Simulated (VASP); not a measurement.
## Li3SeF: single point with HSE06

Li3SeF:

```
Li Se F
1.0
     3.99656    0.00000    0.00000
     0.00000    3.99656    0.00000
     0.00000    0.00000    3.99656
Li Se F
3 1 1
Direct
  0.50000 0.00000 0.00000
  0.00000 0.50000 0.00000
  0.00000 0.00000 0.50000
  0.50000 0.50000 0.50000
  0.00000 0.00000 0.00000
```

| Property | Result |
| --- | --- |
| Program | VASP 6.6.1 |
| Task | single point |
| Functional | HSE06 |
| Potentials or basis | VASP PAW PBE potentials, release 64 (Li_sv, Se, F) |
| Cutoff | 520 eV |
| k mesh | 4 × 4 × 4 |
| Occupations | gaussian, width 0.02 eV |
| Spin | no spin polarisation |

| Item | Value |
| --- | --- |
| Band gap on the k mesh | 4.84 eV (least direct gap 5.08 eV) |

Levels at points of the mesh, in eV from the valence-band top:
| k point | band 8 | band 9 | band 10 | band 11 | band 12 | band 13 | band 14 | band 15 |
| --- | --- | --- | --- | --- | --- | --- | --- | --- |
| (0.00, 0.00, 0.00) | -7.21 | -0.73 | -0.73 | -0.73 | 4.84 | 6.55 | 6.55 | 11.35 |
| (0.50, 0.00, 0.00) | -6.79 | -3.12 | -0.55 | -0.55 | 5.99 | 6.07 | 7.73 | 7.73 |
| (0.50, 0.50, 0.00) | -7.04 | -2.44 | -2.44 | 0.00 | 5.08 | 5.09 | 7.47 | 7.47 |
| (0.50, 0.50, 0.50) | -6.89 | -2.91 | -2.91 | -2.91 | 7.23 | 7.23 | 7.23 | 7.99 |

Wall time 3.5 min on 1 thread of Intel(R) Xeon(R) Platinum 8259CL CPU @ 2.50GHz (Skylake/Cascade Lake) (shared host), peak memory 0.28 GiB.

 A k mesh can miss the band edges.
